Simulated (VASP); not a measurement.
# Re (P6_3/mmc) in VASP: a series of runs, part 2 of 4

VASP 6.6.1. Earlier steps stand in the parts before.

### Step 3. Electric field gradients, PBE (14.58 Å³/atom)

This run uses another cell than the first one, of 14.58 Å³/atom.

The input, INCAR:

```
SYSTEM = Re
PREC = Accurate
ENCUT = 520
EDIFF = 1E-8
ISMEAR = -1
SIGMA = 0.08
LREAL = .False.
LASPH = .True.
NELM = 100
ALGO = Normal
ISIF = 2
LWAVE = .False.
LCHARG = .False.
GGA = PE
LEFG = .True.
NBANDS = 14
```

The input, KPOINTS:

```
Automatic mesh
0
Gamma
  14 14 8
  0 0 0
```

The input, POSCAR:

```
Re
1.0
    2.7514545678      0.0000000000      0.0000000000
   -1.3757272838      2.3828295530      0.0000000000
    0.0000000000      0.0000000000      4.4481811948
Re
2
Direct
    0.3333333333      0.6666666667      0.2500000000
    0.6666666667      0.3333333333      0.7500000000
```

Potentials or basis: VASP PAW PBE potentials, release 64 (Re).

Launch:

```bash
> cat potpaw_PBE.64/Re/POTCAR > POTCAR
> mpirun -np 1 vasp_std > vasp.out
```

OUTCAR:

```text
SYSTEM = Re
   PREC = Accurate
   ENCUT = 520
   EDIFF = 1E-8
   ISMEAR = -1
   LREAL = .False.
   LASPH = .True.
   NELM = 100
   ISIF = 2
   GGA = PE

 ion  position               nearest neighbor table
   1  0.333  0.667  0.250-   2 2.73   2 2.73   2 2.73   2 2.73   2 2.73   2 2.73
   2  0.667  0.333  0.750-   1 2.73   1 2.73   1 2.73   1 2.73   1 2.73   1 2.73

  LATTYP: Found a hexagonal cell.
 ALAT       =     2.7514545678
 C/A-ratio  =     1.6166653256

  Lattice vectors:

 A1 = (   2.7514545678,   0.0000000000,   0.0000000000)
 A2 = (  -1.3757272838,   2.3828295530,   0.0000000000)
 A3 = (   0.0000000000,   0.0000000000,   4.4481811948)

Analysis of symmetry for initial positions (statically):
=====================================================================
 Subroutine PRICEL returns:
 Original cell was already a primitive cell.

 Routine SETGRP: Setting up the symmetry group for a
 hexagonal supercell.

 Subroutine GETGRP returns: Found 24 space group operations
 (whereof 12 operations were pure point group operations)
 out of a pool of 24 trial point group operations.

The static configuration has the point symmetry D_3d.
 The point group associated with its full space group is D_6h.

Analysis of symmetry for dynamics (positions and initial velocities):
=====================================================================
 Subroutine PRICEL returns:
 Original cell was already a primitive cell.

 Routine SETGRP: Setting up the symmetry group for a
 hexagonal supercell.

 Subroutine GETGRP returns: Found 24 space group operations
 (whereof 12 operations were pure point group operations)
 out of a pool of 24 trial point group operations.

The dynamic configuration has the point symmetry D_3d.
 The point group associated with its full space group is D_6h.

 Subroutine INISYM returns: Found 24 space group operations
 (whereof 12 operations are pure point group operations),
 and found     1 'primitive' translations

----------------------------------------------------------------------------------------

                                     Primitive cell

  volume of cell :      29.1634

  direct lattice vectors                    reciprocal lattice vectors
     2.751454568  0.000000000  0.000000000     0.363444126  0.209834564  0.000000000
    -1.375727284  2.382829553  0.000000000     0.000000000  0.419669128  0.000000000
     0.000000000  0.000000000  4.448181195     0.000000000  0.000000000  0.224810986

  length of vectors
     2.751454568  2.751454568  4.448181195     0.419669128  0.419669128  0.224810986

  position of ions in fractional coordinates (direct lattice)
     0.333333333  0.666666667  0.250000000
     0.666666667  0.333333333  0.750000000

  ion indices of the primitive-cell ions
   primitive index   ion index
                 1           1
                 2           2

----------------------------------------------------------------------------------------

 KPOINTS: Automatic mesh
[... 80 lines left out ...]
   NUPDOWN=      -1.0000    fix difference up-down
   EMIN   =  10.00;   EMAX   =-10.00  energy-range for DOS
   EFERMI =   0.00;   METHOD = LEGACY
   ISMEAR =    -1;   SIGMA  =   0.08  broadening in eV -4-tet -1-fermi 0-gaus
   EFERMI_NEDOS =   21; number of points for ismear=-14 and -15
   IALGO  =     38    algorithm
   IMIX   =      4    mixing-type and parameters
     AMIX     =   0.40;   BMIX     =  1.00
     AMIX_MAG =   1.60;   BMIX_MAG =  1.00
  volume/ion in A,a.u.               =      14.58        98.40
  Fermi-wavevector in a.u.,A,eV,Ry     =   1.281853  2.422351 22.356376  1.643147
  Thomas-Fermi vector in A             =   2.414199
   LORBIT       =      0    0 simple, 1 ext, 2 COOP (PROOUT), +10 PAW based schemes
   GGA     = PE    functional components
   LHFCALC =     F    Hartree Fock is set to
   AEXX    =    0.0000 exact exchange contribution
   IVDW    =     0    specifies the selected vdW correction
   LEPSILON=     F    determine dielectric tensor
   LRPA    =     F    only Hartree local field effects (RPA)
 non-spin polarized calculation
  energy-cutoff  :      520.00
  volume of cell :       29.16
 maximum number of plane-waves:       795
   NGX = 11   NGY = 11   NGZ = 17

 number of electron      14.0000001 magnetization

 Free energy of the ion-electron system (eV)
  ---------------------------------------------------
  ext. energy  EPLUGINS =         0.00000000
  ---------------------------------------------------
  free energy    TOTEN  =       -24.85005181 eV

  energy without entropy =      -24.81740435  energy(sigma->0) =      -24.83372808

 E-fermi :   7.9800     XC(G=0): -13.7811

 val. band max:        7.9609937560   @ k =   0.1429   0.0000   0.0000
 cond. band min:       7.9884224352   @ k =   0.1429   0.1429   0.0000
 fundamental gap:      0.0274286792
 Fermi energy:         7.9799783710

 k-point     1 :       0.0000    0.0000    0.0000
  band No.  band energies     occupation
      1      -1.9310      2.00000
      2       1.3057      2.00000
      3       6.3809      2.00000
      4       6.3948      2.00000
      5       6.3948      2.00000
      6       7.2403      1.99981
      7       7.2403      1.99981
      8       8.1945      0.12811
      9       8.1945      0.12811
     10       8.6214      0.00066
     11      11.4015      0.00000
     12      11.4015      0.00000
     13      18.1229      0.00000
     14      22.1636      0.00000
[... 377 lines left out ...]
      1       2.7209      2.00000
      2       3.7383      2.00000
      3       3.8730      2.00000
      4       4.6875      2.00000
      5       5.7261      2.00000
      6       6.0050      2.00000
      7       7.8982      1.47081
      8      10.8426      0.00000
      9      11.3539      0.00000
     10      11.5581      0.00000
     11      14.7115      0.00000
     12      14.8019      0.00000
     13      16.5635      0.00000
     14      22.2893      0.00000

 [... further k-points ...]
[... 5 lines left out ...]
  --------------------------------------------------------------------------------------
  -------------------------------------------------------------------------------------
  Total        1.7192850      1.7192850      1.6977289      0.0000000      0.0000000      0.0000000
  in kB       94.4540665     94.4540665     93.2698202      0.0000000      0.0000000      0.0000000
  external PRESSURE =      94.0593177 kB  Pullay stress =       0.0000000 kB

 VOLUME and BASIS-vectors are now :
 -----------------------------------------------------------------------------
  energy-cutoff  :      520.00
  volume of cell :       29.16
      direct lattice vectors                 reciprocal lattice vectors
     2.751454568  0.000000000  0.000000000     0.363444126  0.209834564  0.000000000
    -1.375727284  2.382829553  0.000000000     0.000000000  0.419669128  0.000000000
     0.000000000  0.000000000  4.448181195     0.000000000  0.000000000  0.224810986

 POSITION                                       TOTAL-FORCE (eV/Angst)
 -----------------------------------------------------------------------------------
     -0.00000      1.58855      1.11205         0.000000      0.000000      0.000000
      1.37573      0.79428      3.33614        -0.000000     -0.000000      0.000000
 -----------------------------------------------------------------------------------
    total drift:                               -0.000000      0.000000     -0.000000

  FREE ENERGIE OF THE ION-ELECTRON SYSTEM (eV)
  ---------------------------------------------------
  free  energy   TOTEN  =       -24.8500518071 eV

  energy  without entropy=      -24.8174043531  energy(sigma->0) =      -24.83372808

 Electric field gradients (V/A^2)
---------------------------------------------------------------------
 ion       V_xx      V_yy      V_zz      V_xy      V_xz      V_yz
---------------------------------------------------------------------
   1      35.682    35.682   -71.365    -0.000     0.000     0.000
   2      35.682    35.682   -71.365    -0.000     0.000     0.000
---------------------------------------------------------------------

 Electric field gradients after diagonalization (V/A^2)
 (convention: |V_zz| > |V_xx| > |V_yy|)
----------------------------------------------------------------------
 ion       V_xx      V_yy      V_zz     asymmetry (V_yy - V_xx)/ V_zz
----------------------------------------------------------------------
   1      35.683    35.682   -71.365       0.000
   2      35.683    35.682   -71.365       0.000
----------------------------------------------------------------------

           NMR quadrupolar parameters

 Cq : quadrupolar parameter    Cq=e*Q*V_zz/h
 eta: asymmetry parameters     (V_yy - V_xx)/ V_zz
 Q  : nuclear electric quadrupole moment in mb (millibarn)
----------------------------------------------------------------------
 ion       Cq(MHz)       eta       Q (mb)
----------------------------------------------------------------------
   1      -0.173       0.000       1.000
   2      -0.173       0.000       1.000
----------------------------------------------------------------------
```

stdout:

```text
POSCAR found type information on POSCAR Re
 POSCAR found :  1 types and       2 ions
 scaLAPACK will be used
 LDA part: xc-table for (Slater+PW92), standard interpolation
 POSCAR, INCAR and KPOINTS ok, starting setup
 FFT: planning ... GRIDC
 FFT: planning ... GRID_SOFT
 FFT: planning ... GRID
 WAVECAR not read
 entering main loop
ion   1

ion   2
```

It took 20 s on 1 thread of Intel Xeon 6975P-C (Granite Rapids), shared host; peak memory 0.17 GiB.

Results:

```yaml
Free_energy: -24.8501 eV
Pressure: 9.4 GPa
Band_gap_on_the_k_mesh: zero (bands 7 and 8 overlap by 3.31 eV)
Largest_electric_field_gradient_by_atom: Re -71.4 V/Å²
```

Stress tensor (GPa, compression positive):
```
9.45 0.00 0.00
0.00 9.45 0.00
0.00 0.00 9.33
```

Levels at points of the mesh, in eV from the Fermi level:
```tsv
k point	band 5	band 6	band 7	band 8	band 9	band 10
(0.00, 0.00, 0.00)	-1.59	-0.74	-0.74	0.21	0.21	0.64
(0.50, 0.00, 0.00)	-1.72	-1.38	-0.60	4.04	4.44	4.58
(0.00, 0.00, 0.50)	-1.71	-1.71	-1.71	-1.71	2.60	2.60
(0.50, 0.00, 0.50)	0.42	0.42	0.96	0.96	4.36	4.36
```

Electric field gradients, principal values (V/Å²):
| atom | least | middle | greatest (by size) |
| --- | --- | --- | --- |
| 1 Re | 35.682 | 35.683 | -71.365 |
| 2 Re | 35.682 | 35.683 | -71.365 |

Caveat: the cell stands under pressure; without QUAD_EFG the Cq values of the log hold for a quadrupole moment of 1 mb, not for the nuclei; spin-orbit coupling is left out, which moves the levels of the heavy elements.

(Part 2 of 4 ends here.)

The gap in the log of VASP goes by the Fermi energy; the results here count the filled bands.